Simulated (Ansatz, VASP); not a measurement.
F in VASP and in Ansatz

```xyz
1
Lattice="0.0000 1.2363 1.2363 1.2363 0.0000 1.2363 1.2363 1.2363 0.0000" Properties=species:S:1:pos:R:3 pbc="T T T"
F     0.0000    0.0000    0.0000
```

Change from the starting cell: volume scaled by 0.45, crystal datasets.

Alike in both runs: task single point; functional LDA; k mesh 17 × 17 × 17; occupations fermi-dirac, width 0.05 eV; no spin polarisation.

|  | VASP | Ansatz |
| --- | --- | --- |
| version | VASP 6.6.1 | Ansatz 0.2.0 |
| potentials or method | VASP PAW LDA potentials, release 64 (F), cutoff 600 eV | all-electron PAW with datasets made for the crystal, scalar-relativistic |

Ansatz gave:

| Quantity | Value |
| --- | --- |
| pressure (GPa) | 560.8 |

Problem. Which values does VASP return?

Solution. Pressure (GPa): 562.0.

LDA's correlation is that of Perdew and Zunger in VASP and of Perdew and Wang (1992) in Ansatz. Both programs put the cell under a high pressure, so it lies far from rest at this level. Ansatz ran all-electron here, and VASP with PAW potentials. Ansatz's warnings: printed levels off.

Noted on VASP's run: the cell as given lies far from equilibrium.
